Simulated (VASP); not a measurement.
# HfB (Fm-3m) in VASP: a series of runs

The runs below take HfB through relaxation of cell and atoms, single point, with PBEsol.

Program: VASP 6.6.1. These are calculated values, not measurements. Logs are shortened: lines on timing, memory, paths and dates and some standing lists are left out, and cuts for length are marked.

## Step 1: The cell of the first run

It takes space group Fm-3m (No. 225, cubic). The conventional cell has a = 4.787 Å, b = 4.787 Å, c = 4.787 Å, α = 90.00°, β = 90.00°, γ = 90.00°. Hf (site symmetry m-3m) has 6 B at 2.39 Å within 3.2 Å. B (site symmetry m-3m) has 6 Hf at 2.39 Å within 3.2 Å.

## Step 2: Relaxation of cell and atoms, PBEsol

Input file INCAR:

```
SYSTEM = HfB
ALGO = Normal
EDIFF = 1E-6
EDIFFG = -0.005
ENCUT = 600
GGA = PS
IBRION = 2
ISIF = 3
ISMEAR = 0
LASPH = .TRUE.
LCHARG = .FALSE.
LREAL = .FALSE.
LWAVE = .FALSE.
NELM = 100
NSW = 100
PREC = Accurate
SIGMA = 0.1
```

Input file KPOINTS:

```
k-points
0
G
  16 16 16
  0 0 0
```

Input file POSCAR:

```
HfB
1.0
    0.0000000000      2.3934782689      2.3934782689
    2.3934782689      0.0000000000      2.3934782689
    2.3934782689      2.3934782689      0.0000000000
Hf B
1 1
Direct
    0.5000000000      0.5000000000      0.5000000000
    0.0000000000      0.0000000000      0.0000000000
```

Potentials or basis: VASP PAW PBE potentials, release 64 (Hf_pv, B).

The run is started by

```console
> cat potpaw_PBE.64/Hf_pv/POTCAR potpaw_PBE.64/B/POTCAR > POTCAR
> mpirun -np 1 vasp_std > vasp.out
```

OUTCAR:

```text
SYSTEM = HfB
   EDIFF = 1E-6
   EDIFFG = -0.005
   ENCUT = 600
   GGA = PS
   IBRION = 2
   ISIF = 3
   ISMEAR = 0
   LASPH = .TRUE.
   LREAL = .FALSE.
   NELM = 100
   NSW = 100
   PREC = Accurate

 ion  position               nearest neighbor table
   1  0.500  0.500  0.500-   2 2.39   2 2.39   2 2.39   2 2.39   2 2.39   2 2.39
   2  0.000  0.000  0.000-   1 2.39   1 2.39   1 2.39   1 2.39   1 2.39   1 2.39

  LATTYP: Found a face centered cubic cell.
 ALAT       =     4.7869565378

  Lattice vectors:

 A1 = (   0.0000000000,   2.3934782689,   2.3934782689)
 A2 = (   2.3934782689,   0.0000000000,   2.3934782689)
 A3 = (   2.3934782689,   2.3934782689,   0.0000000000)

Analysis of symmetry for initial positions (statically):
=====================================================================
 Subroutine PRICEL returns:
 Original cell was already a primitive cell.

 Routine SETGRP: Setting up the symmetry group for a
 face centered cubic supercell.

 Subroutine GETGRP returns: Found 48 space group operations
 (whereof 48 operations were pure point group operations)
 out of a pool of 48 trial point group operations.

The static configuration has the point symmetry O_h .

Analysis of symmetry for dynamics (positions and initial velocities):
=====================================================================
 Subroutine PRICEL returns:
 Original cell was already a primitive cell.

 Routine SETGRP: Setting up the symmetry group for a
 face centered cubic supercell.

 Subroutine GETGRP returns: Found 48 space group operations
 (whereof 48 operations were pure point group operations)
 out of a pool of 48 trial point group operations.

The dynamic configuration has the point symmetry O_h .

 Subroutine INISYM returns: Found 48 space group operations
 (whereof 48 operations are pure point group operations),
 and found     1 'primitive' translations

----------------------------------------------------------------------------------------

                                     Primitive cell

  volume of cell :      27.4232

  direct lattice vectors                    reciprocal lattice vectors
     0.000000000  2.393478269  2.393478269    -0.208900998  0.208900998  0.208900998
     2.393478269  0.000000000  2.393478269     0.208900998 -0.208900998  0.208900998
     2.393478269  2.393478269  0.000000000     0.208900998  0.208900998 -0.208900998

  length of vectors
     3.384889429  3.384889429  3.384889429     0.361827143  0.361827143  0.361827143

  position of ions in fractional coordinates (direct lattice)
     0.500000000  0.500000000  0.500000000
     0.000000000  0.000000000  0.000000000

  ion indices of the primitive-cell ions
   primitive index   ion index
                 1           1
                 2           2

----------------------------------------------------------------------------------------

 KPOINTS: k-points

Automatic generation of k-mesh.
 Grid dimensions read from file:
 generate k-points for:   16   16   16

 Generating k-lattice:

  Cartesian coordinates                     Fractional coordinates (reciprocal lattice)
    -0.013056312  0.013056312  0.013056312     0.062500000  0.000000000  0.000000000
     0.013056312 -0.013056312  0.013056312     0.000000000  0.062500000  0.000000000
     0.013056312  0.013056312 -0.013056312     0.000000000  0.000000000  0.062500000

  Length of vectors
     0.022614196  0.022614196  0.022614196

  Shift w.r.t. Gamma in fractional coordinates (k-lattice)
     0.000000000  0.000000000  0.000000000

 Subroutine IBZKPT returns following result:
 ===========================================

 Found    145 irreducible k-points:

 Following reciprocal coordinates:
            Coordinates               Weight
  0.000000  0.000000  0.000000      1.000000
  0.062500  0.000000  0.000000      8.000000
  0.125000  0.000000  0.000000      8.000000
  0.187500  0.000000  0.000000      8.000000
  0.250000  0.000000  0.000000      8.000000
  0.312500  0.000000  0.000000      8.000000
[... 16 lines left out ...]
 -0.125000  0.062500  0.000000     24.000000
 -0.062500  0.062500  0.000000     12.000000
 [... further k-points ...]
   k-points           NKPTS =    145   k-points in BZ     NKDIM =    145   number of bands    NBANDS=     10
   number of dos      NEDOS =    301   number of ions     NIONS =      2
   total plane-waves  NPLWV =  21952
   dimension x,y,z NGX =    28 NGY =   28 NGZ =   28
   dimension x,y,z NGXF=    56 NGYF=   56 NGZF=   56
   ions per type =               1   1
   NGX,Y,Z   is equivalent  to a cutoff of  13.75, 13.75, 13.75 a.u.
   NGXF,Y,Z  is equivalent  to a cutoff of  27.50, 27.50, 27.50 a.u.
 SYSTEM =  HfB
   PREC   = accura    normal or accurate (medium, high low for compatibility)
   ISTART =      0    job   : 0-new  1-cont  2-samecut
   ICHARG =      2    charge: 1-file 2-atom 10-const
   ISPIN  =      1    spin polarized calculation?
   LNONCOLLINEAR =      F non collinear calculations
   LSORBIT =      F    spin-orbit coupling
   LASPH  =      T    aspherical Exc in radial PAW
   ENCUT  =  600.0 eV  44.10 Ry    6.64 a.u.   6.76  6.76  6.76*2*pi/ulx,y,z
   NELM   =    100;   NELMIN=  2; NELMDL= -5     # of ELM steps
   EDIFF  = 0.1E-05   stopping-criterion for ELM
   LREAL  =      F    real-space projection
   EDIFFG = -.5E-02   stopping-criterion for IOM
   NSW    =    100    number of steps for IOM
   IBRION =      2    ionic relax: 0-MD 1-quasi-New 2-CG
   NFREE  =      1    steps in history (QN), initial steepest desc. (CG)
   ISIF   =      3    stress and relaxation
   ISYM   =      2    0-nonsym 1-usesym 2-fastsym
   POTIM  = 0.5000    time-step for ionic-motion
   TEBEG  =    0.0;   TEEND  =   0.0 temperature during run
   PSTRESS=    0.0 pullay stress
   NELECT =      13.0000    total number of electrons
   NUPDOWN=      -1.0000    fix difference up-down
   EMIN   =  10.00;   EMAX   =-10.00  energy-range for DOS
   EFERMI =   0.00;   METHOD = LEGACY
   ISMEAR =     0;   SIGMA  =   0.10  broadening in eV -4-tet -1-fermi 0-gaus
   EFERMI_NEDOS =   21; number of points for ismear=-14 and -15
   IALGO  =     38    algorithm
   IMIX   =      4    mixing-type and parameters
     AMIX     =   0.40;   BMIX     =  1.00
     AMIX_MAG =   1.60;   BMIX_MAG =  1.00
  volume/ion in A,a.u.               =      13.71        92.53
  Fermi-wavevector in a.u.,A,eV,Ry     =   1.276487  2.412211 22.169599  1.629420
  Thomas-Fermi vector in A             =   2.409140
   LORBIT       =      0    0 simple, 1 ext, 2 COOP (PROOUT), +10 PAW based schemes
   GGA     = PS    functional components
   LHFCALC =     F    Hartree Fock is set to
   AEXX    =    0.0000 exact exchange contribution
   IVDW    =     0    specifies the selected vdW correction
   LEPSILON=     F    determine dielectric tensor
   LRPA    =     F    only Hartree local field effects (RPA)
 conjugate gradient relaxation of ions
 non-spin polarized calculation
 Gauss-broadening in eV      SIGMA  =   0.10
  energy-cutoff  :      600.00
  volume of cell :       27.42
 maximum number of plane-waves:       941
   NGX = 13   NGY = 13   NGZ = 13

--------------------------------------- Ionic step        1  -------------------------------------------

 number of electron      12.9999999 magnetization

 Free energy of the ion-electron system (eV)
  ---------------------------------------------------
  ext. energy  EPLUGINS =         0.00000000
  ---------------------------------------------------
  free energy    TOTEN  =       -18.41253528 eV

  energy without entropy =      -18.40828557  energy(sigma->0) =      -18.41041042

------------------------ aborting loop because EDIFF is reached ----------------------------------------

  FORCE on cell =-STRESS in cart. coord.  units (eV):
  Direction    XX          YY          ZZ          XY          YZ          ZX
  --------------------------------------------------------------------------------------
  -------------------------------------------------------------------------------------
  Total        0.0664653      0.0664653      0.0664653     -0.0000000     -0.0000000      0.0000000
  in kB        3.8831766      3.8831766      3.8831766     -0.0000000     -0.0000000      0.0000000
  external PRESSURE =       3.8831766 kB  Pullay stress =       0.0000000 kB
[... 57 lines left out ...]
  energy  without entropy=      -18.4082518221  energy(sigma->0) =      -18.41038427

--------------------------------------- Ionic step        3  -------------------------------------------

 number of electron      12.9999999 magnetization

 Free energy of the ion-electron system (eV)
  ---------------------------------------------------
  ext. energy  EPLUGINS =         0.00000000
  ---------------------------------------------------
  free energy    TOTEN  =       -18.41261766 eV

  energy without entropy =      -18.40836343  energy(sigma->0) =      -18.41049055

 E-fermi :   4.3219     XC(G=0): -11.8943

 val. band max:        4.2854859074   @ k =   0.3125   0.2500   0.0625
 cond. band min:       4.3232119339   @ k =   0.5000   0.2500   0.0000
 fundamental gap:      0.0377260265
 Fermi energy:         4.3218664804

 k-point     1 :       0.0000    0.0000    0.0000
  band No.  band energies     occupation
      1     -24.5010      2.00000
      2     -24.5010      2.00000
      3     -24.5010      2.00000
      4      -4.8827      2.00000
      5       6.3585      0.00000
      6       6.3585      0.00000
      7       6.3585      0.00000
      8       8.0087      0.00000
      9       8.0087      0.00000
     10       8.0087      0.00000
[... 287 lines left out ...]
 k-point    24 :      -0.0625    0.0625    0.0000
  band No.  band energies     occupation
      1     -24.5478      2.00000
      2     -24.5147      2.00000
      3     -24.5029      2.00000
      4      -4.6200      2.00000
      5       5.6729      0.00000
      6       5.7402      0.00000
      7       6.1613      0.00000
      8       6.5082      0.00000
      9       7.5202      0.00000
     10       8.5592      0.00000

 [... further k-points ...]
[... 5 lines left out ...]
  --------------------------------------------------------------------------------------
  -------------------------------------------------------------------------------------
  Total       -0.0032426     -0.0032426     -0.0032426      0.0000000      0.0000000      0.0000000
  in kB       -0.1890079     -0.1890079     -0.1890079      0.0000000      0.0000000      0.0000000
  external PRESSURE =      -0.1890079 kB  Pullay stress =       0.0000000 kB
[... 17 lines left out ...]
  FREE ENERGIE OF THE ION-ELECTRON SYSTEM (eV)
  ---------------------------------------------------
  free  energy   TOTEN  =       -18.4126176632 eV

  energy  without entropy=      -18.4083634291  energy(sigma->0) =      -18.41049055

 reached required accuracy - stopping structural energy minimisation
```

Wall time 78 s (1 thread of Intel Xeon 6975P-C, shared host); peak memory 0.21 GiB.

What came out:

- Free energy: -18.4126 eV
- Relaxed volume: 13.74 Å³/atom
- Relaxed cell: a = 3.387 Å, b = 3.387 Å, c = 3.387 Å, α = 60.00°, β = 60.00°, γ = 60.00°
- Space group after relaxing (to 0.05 Å): Fm-3m (No. 225)
- Energy gained by relaxing: 0.0 meV/atom
- Ionic steps: 3
- Pressure after relaxing: 0.0 GPa

Final structure:
```
CELL_PARAMETERS angstrom
0.00000 2.39532 2.39532
2.39532 0.00000 2.39532
2.39532 2.39532 0.00000
ATOMIC_POSITIONS crystal
Hf 0.50000 0.50000 0.50000
B 0.00000 0.00000 0.00000
```

Levels at points of the mesh, in eV from the Fermi level:
```
           k point  band 5  band 6  band 7  band 8  band 9  band 10
(0.00, 0.00, 0.00)    2.04    2.04    2.04    3.69    3.69     3.69
(0.50, 0.00, 0.00)   -4.35   -1.19   -1.19    5.79    5.79     6.66
(0.50, 0.50, 0.00)   -1.18   -0.88    2.05    2.05    5.54     6.96
```

Caveat: the PAW data sets were made with another functional, which shifts forces and pressure a little; spin-orbit coupling is left out, which moves the levels of the heavy elements.

(Part 1 of 3 ends here.)
